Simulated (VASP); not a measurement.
# As (P6_3/mmc) in VASP: further runs, part 2 of 3

VASP 6.6.1. The steps go on from the part before.

### 5 Single point, PBE (volume scaled by 0.96)

INCAR reads:

```
PREC     = Accurate       # precision mode
ENCUT    = 520            # plane-wave cutoff, eV
EDIFF    = 1E-7           # SCF threshold, eV
ISMEAR   = -1             # smearing method
SIGMA    = 0.1            # smearing width, eV
LREAL    = F              # projectors in reciprocal space
LASPH    = T              # aspherical terms in the spheres
NELM     = 80             # most SCF steps
ALGO     = Normal         # electronic algorithm
ISIF     = 2              # what is computed and relaxed
LWAVE    = F              # write WAVECAR
LCHARG   = T              # write CHGCAR
GGA      = PE             # functional
LELF     = T              # ELF
LVHAR    = T            
NBANDS   = 12             # bands
```

KPOINTS reads:

```
regular mesh
0
Gamma
  13 13 8
```

POSCAR reads:

```
As
1.0
    3.0354507857      0.0000000000      0.0000000000
   -1.5177253928      2.6287774924      0.0000000000
    0.0000000000      0.0000000000      4.6323640987
As
2
Direct
    0.3333333333      0.6666666667      0.2500000000
    0.6666666667      0.3333333333      0.7500000000
```

Potentials or basis: VASP PAW PBE potentials, release 64 (As).

Launch:

```console
$ cat potpaw_PBE.64/As/POTCAR > POTCAR
$ mpirun -np 1 vasp_std > vasp.out
```

OUTCAR:

```text
PREC = Accurate
   ENCUT = 520
   EDIFF = 1E-7
   ISMEAR = -1
   LREAL = F
   LASPH = T
   NELM = 80
   ISIF = 2
   GGA = PE

 ion  position               nearest neighbor table
   1  0.333  0.667  0.250-   2 2.90   2 2.90   2 2.90   2 2.90   2 2.90   2 2.90
   2  0.667  0.333  0.750-   1 2.90   1 2.90   1 2.90   1 2.90   1 2.90   1 2.90

  LATTYP: Found a hexagonal cell.
 ALAT       =     3.0354507857
 C/A-ratio  =     1.5260876969

  Lattice vectors:

 A1 = (   3.0354507857,   0.0000000000,   0.0000000000)
 A2 = (  -1.5177253928,   2.6287774924,   0.0000000000)
 A3 = (   0.0000000000,   0.0000000000,   4.6323640987)

Analysis of symmetry for initial positions (statically):
=====================================================================
 Subroutine PRICEL returns:
 Original cell was already a primitive cell.

 Routine SETGRP: Setting up the symmetry group for a
 hexagonal supercell.

 Subroutine GETGRP returns: Found 24 space group operations
 (whereof 12 operations were pure point group operations)
 out of a pool of 24 trial point group operations.

The static configuration has the point symmetry D_3d.
 The point group associated with its full space group is D_6h.

Analysis of symmetry for dynamics (positions and initial velocities):
=====================================================================
 Subroutine PRICEL returns:
 Original cell was already a primitive cell.

 Routine SETGRP: Setting up the symmetry group for a
 hexagonal supercell.

 Subroutine GETGRP returns: Found 24 space group operations
 (whereof 12 operations were pure point group operations)
 out of a pool of 24 trial point group operations.

The dynamic configuration has the point symmetry D_3d.
 The point group associated with its full space group is D_6h.

 Subroutine INISYM returns: Found 24 space group operations
 (whereof 12 operations are pure point group operations),
 and found     1 'primitive' translations

----------------------------------------------------------------------------------------

                                     Primitive cell

  volume of cell :      36.9641

  direct lattice vectors                    reciprocal lattice vectors
     3.035450786  0.000000000  0.000000000     0.329440360  0.190202481  0.000000000
    -1.517725393  2.628777492  0.000000000     0.000000000  0.380404961  0.000000000
     0.000000000  0.000000000  4.632364099     0.000000000  0.000000000  0.215872496

  length of vectors
     3.035450786  3.035450786  4.632364099     0.380404961  0.380404961  0.215872496

  position of ions in fractional coordinates (direct lattice)
     0.333333333  0.666666667  0.250000000
     0.666666667  0.333333333  0.750000000

  ion indices of the primitive-cell ions
   primitive index   ion index
                 1           1
                 2           2

----------------------------------------------------------------------------------------

 KPOINTS: regular mesh

Automatic generation of k-mesh.
 Grid dimensions read from file:
 generate k-points for:   13   13    8

 Generating k-lattice:

  Cartesian coordinates                     Fractional coordinates (reciprocal lattice)
     0.025341566  0.014630960  0.000000000     0.076923077  0.000000000  0.000000000
     0.000000000  0.029261920  0.000000000     0.000000000  0.076923077  0.000000000
     0.000000000  0.000000000  0.026984062     0.000000000  0.000000000  0.125000000

  Length of vectors
     0.029261920  0.029261920  0.026984062

  Shift w.r.t. Gamma in fractional coordinates (k-lattice)
     0.000000000  0.000000000  0.000000000

 Subroutine IBZKPT returns following result:
 ===========================================

 Found    105 irreducible k-points:

 Following reciprocal coordinates:
            Coordinates               Weight
  0.000000  0.000000  0.000000      1.000000
  0.076923  0.000000  0.000000      6.000000
  0.153846  0.000000  0.000000      6.000000
  0.230769  0.000000  0.000000      6.000000
  0.307692  0.000000  0.000000      6.000000
  0.384615  0.000000  0.000000      6.000000
[... 16 lines left out ...]
  0.076923  0.000000  0.125000     12.000000
  0.153846  0.000000  0.125000     12.000000
 [... further k-points ...]
   k-points           NKPTS =    105   k-points in BZ     NKDIM =    105   number of bands    NBANDS=     12
   number of dos      NEDOS =    301   number of ions     NIONS =      2
   total plane-waves  NPLWV =  20736
   dimension x,y,z NGX =    24 NGY =   24 NGZ =   36
   dimension x,y,z NGXF=    48 NGYF=   48 NGZF=   72
   ions per type =               2
   NGX,Y,Z   is equivalent  to a cutoff of  13.14, 13.14, 12.92 a.u.
   NGXF,Y,Z  is equivalent  to a cutoff of  26.29, 26.29, 25.84 a.u.
 SYSTEM =  unknown system
   PREC   = accura    normal or accurate (medium, high low for compatibility)
   ISTART =      0    job   : 0-new  1-cont  2-samecut
   ICHARG =      2    charge: 1-file 2-atom 10-const
   ISPIN  =      1    spin polarized calculation?
   LNONCOLLINEAR =      F non collinear calculations
   LSORBIT =      F    spin-orbit coupling
   LASPH  =      T    aspherical Exc in radial PAW
   ENCUT  =  520.0 eV  38.22 Ry    6.18 a.u.   5.64  5.64  8.61*2*pi/ulx,y,z
   NELM   =     80;   NELMIN=  2; NELMDL= -5     # of ELM steps
   EDIFF  = 0.1E-06   stopping-criterion for ELM
   LREAL  =      F    real-space projection
   EDIFFG = 0.1E-05   stopping-criterion for IOM
   NSW    =      0    number of steps for IOM
   IBRION =     -1    ionic relax: 0-MD 1-quasi-New 2-CG
   NFREE  =      0    steps in history (QN), initial steepest desc. (CG)
   ISIF   =      2    stress and relaxation
   ISYM   =      2    0-nonsym 1-usesym 2-fastsym
   POTIM  = 0.5000    time-step for ionic-motion
   TEBEG  =    0.0;   TEEND  =   0.0 temperature during run
   PSTRESS=    0.0 pullay stress
   NELECT =      10.0000    total number of electrons
   NUPDOWN=      -1.0000    fix difference up-down
   EMIN   =  10.00;   EMAX   =-10.00  energy-range for DOS
   EFERMI =   0.00;   METHOD = LEGACY
   ISMEAR =    -1;   SIGMA  =   0.10  broadening in eV -4-tet -1-fermi 0-gaus
   EFERMI_NEDOS =   21; number of points for ismear=-14 and -15
   IALGO  =     38    algorithm
   IMIX   =      4    mixing-type and parameters
     AMIX     =   0.40;   BMIX     =  1.00
     AMIX_MAG =   1.60;   BMIX_MAG =  1.00
  volume/ion in A,a.u.               =      18.48       124.72
  Fermi-wavevector in a.u.,A,eV,Ry     =   1.058802  2.000846 15.252982  1.121063
  Thomas-Fermi vector in A             =   2.194125
   LORBIT       =      0    0 simple, 1 ext, 2 COOP (PROOUT), +10 PAW based schemes
   GGA     = PE    functional components
   LHFCALC =     F    Hartree Fock is set to
   AEXX    =    0.0000 exact exchange contribution
   IVDW    =     0    specifies the selected vdW correction
   LEPSILON=     F    determine dielectric tensor
   LRPA    =     F    only Hartree local field effects (RPA)
 non-spin polarized calculation
  energy-cutoff  :      520.00
  volume of cell :       36.96
 maximum number of plane-waves:      1008
 NGX is ok and might be reduce to    24
   NGX = 11   NGY = 11   NGZ = 17

 number of electron      10.0000000 magnetization

 number of electron       9.9999999 magnetization

 Free energy of the ion-electron system (eV)
  ---------------------------------------------------
  ext. energy  EPLUGINS =         0.00000000
  ---------------------------------------------------
  free energy    TOTEN  =        -8.33177421 eV

  energy without entropy =       -8.29427822  energy(sigma->0) =       -8.31302622

 E-fermi :   6.8435     XC(G=0): -10.9046

 val. band max:        6.8395115109   @ k =   0.4615   0.0000   0.0000
 cond. band min:       6.8452727913   @ k =   0.0000   0.0000   0.5000
 fundamental gap:      0.0057612804
 Fermi energy:         6.8434821668

 k-point     1 :       0.0000    0.0000    0.0000
  band No.  band energies     occupation
      1      -8.5484      2.00000
      2      -3.1579      2.00000
      3       0.0879      2.00000
      4      10.1682      0.00000
      5      10.1682      0.00000
      6      12.2163      0.00000
      7      12.2163      0.00000
      8      13.8404      0.00000
      9      15.3908      0.00000
     10      18.2999      0.00000
     11      18.8553      0.00000
     12      18.8553      0.00000
[... 331 lines left out ...]
 k-point    24 :       0.1538    0.0000    0.1250
  band No.  band energies     occupation
      1      -7.9646      2.00000
      2      -3.3712      2.00000
      3       1.3576      2.00000
      4       7.0532      0.21877
      5       9.0588      0.00000
      6      10.0846      0.00000
      7      12.1694      0.00000
      8      12.4431      0.00000
      9      15.3876      0.00000
     10      18.4225      0.00000
     11      18.7773      0.00000
     12      19.2690      0.00000

 [... further k-points ...]
[... 5 lines left out ...]
  --------------------------------------------------------------------------------------
  -------------------------------------------------------------------------------------
  Total        0.8295350      0.8295350      1.0117769      0.0000000      0.0000000      0.0000000
  in kB       35.9555206     35.9555206     43.8546477      0.0000000      0.0000000      0.0000000
  external PRESSURE =      38.5885630 kB  Pullay stress =       0.0000000 kB

 VOLUME and BASIS-vectors are now :
 -----------------------------------------------------------------------------
  energy-cutoff  :      520.00
  volume of cell :       36.96
      direct lattice vectors                 reciprocal lattice vectors
     3.035450786  0.000000000  0.000000000     0.329440360  0.190202481  0.000000000
    -1.517725393  2.628777492  0.000000000     0.000000000  0.380404961  0.000000000
     0.000000000  0.000000000  4.632364099     0.000000000  0.000000000  0.215872496

 POSITION                                       TOTAL-FORCE (eV/Angst)
 -----------------------------------------------------------------------------------
     -0.00000      1.75252      1.15809         0.000000     -0.000000      0.000000
      1.51773      0.87626      3.47427        -0.000000      0.000000      0.000000
 -----------------------------------------------------------------------------------
    total drift:                               -0.000000      0.000000     -0.000000

  FREE ENERGIE OF THE ION-ELECTRON SYSTEM (eV)
  ---------------------------------------------------
  free  energy   TOTEN  =        -8.3317742113 eV

  energy  without entropy=       -8.2942782211  energy(sigma->0) =       -8.31302622
```

Run time: 26 s. Hardware: 1 thread of Intel Xeon 6975P-C (Granite Rapids), shared host; peak memory 0.17 GiB.

What came out:

```
Free energy            : -8.3318 eV
Pressure               : 3.9 GPa
Band gap on the k mesh : zero (band 5 reaches 11.21 eV, above the bottom of band 6 at 3.28 eV)
```

(Part 2 of 3 ends here.)
